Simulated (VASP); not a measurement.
Write the native input for VASP 6.6.1 that does the following.

```
Task                   : electric field gradients
Functional             : PBE
Potentials or basis    : VASP PAW PBE potentials, release 64 (Zn, S)
Cutoff                 : 520 eV
k mesh                 : 8 × 8 × 2
Occupations            : fermi-dirac, width 0.02 eV
Spin                   : no spin polarisation
Dipole correction      : no
Further INCAR settings : LREAL = Auto; ALGO = Normal; EDIFF = 1e-08; NBANDS = 86
```

The structure of ZnS lies in POSCAR:

```
ZnS
1.0
    3.8177296488      0.0000000000      0.0000000000
   -1.9088648244      3.3062508606      0.0000000000
    0.0000000000      0.0000000000     24.9987122991
Zn S
8 8
Direct
    0.3333333333      0.6666666667      0.1251184100
    0.0000000000      0.0000000000      0.0001589700
    0.6666666667      0.3333333333      0.6250474700
    0.6666666667      0.3333333333      0.8751387000
    0.0000000000      0.0000000000      0.7500222700
    0.3333333333      0.6666666667      0.5000781600
    0.0000000000      0.0000000000      0.3750879400
    0.6666666667      0.3333333333      0.2501284900
    0.6666666667      0.3333333333      0.3437219900
    0.6666666667      0.3333333333      0.7185811600
    0.3333333333      0.6666666667      0.2187340500
    0.0000000000      0.0000000000      0.8436723900
    0.6666666667      0.3333333333      0.9688127500
    0.0000000000      0.0000000000      0.0937260600
    0.3333333333      0.6666666667      0.5936859800
    0.0000000000      0.0000000000      0.4686862100
```

These files were run (other wordings do the same):

INCAR

```
PREC     = Accurate       # precision mode
ENCUT    = 520            # plane-wave cutoff, eV
EDIFF    = 1E-8           # SCF threshold, eV
ISMEAR   = -1             # smearing method
SIGMA    = 0.02           # smearing width, eV
LREAL    = Auto         
LASPH    = T              # aspherical terms in the spheres
NELM     = 100            # most SCF steps
ALGO     = Normal         # electronic algorithm
ISIF     = 2              # what is computed and relaxed
LWAVE    = F              # write WAVECAR
LCHARG   = F              # write CHGCAR
GGA      = PE             # functional
LEFG     = T            
NBANDS   = 86             # bands
```

KPOINTS

```
Automatic mesh
0
Gamma
  8 8 2
```

Potentials or basis: VASP PAW PBE potentials, release 64 (Zn, S).

The run is started by

```sh
$ cat potpaw_PBE.64/Zn/POTCAR potpaw_PBE.64/S/POTCAR > POTCAR
$ mpirun -np 1 vasp_std > vasp.out
```

It gave:

The pressure is 1.8 GPa. The largest force is 0.014 eV/Å. The band gap on the k mesh is 2.13 eV and the largest electric field gradient by atom is Zn +0.1, +0.4, -0.1, -0.5, -0.8, +0.0, -0.0 (each value once); S +0.8, +1.3, +0.9, +2.9, +2.4 (each value once) V/Å².

Caveat: without QUAD_EFG the Cq values of the log hold for a quadrupole moment of 1 mb, not for the nuclei.

It took 38 min on 1 thread of Oxide Virtual Turin-like Processor (shared host), peak memory 0.55 GiB.
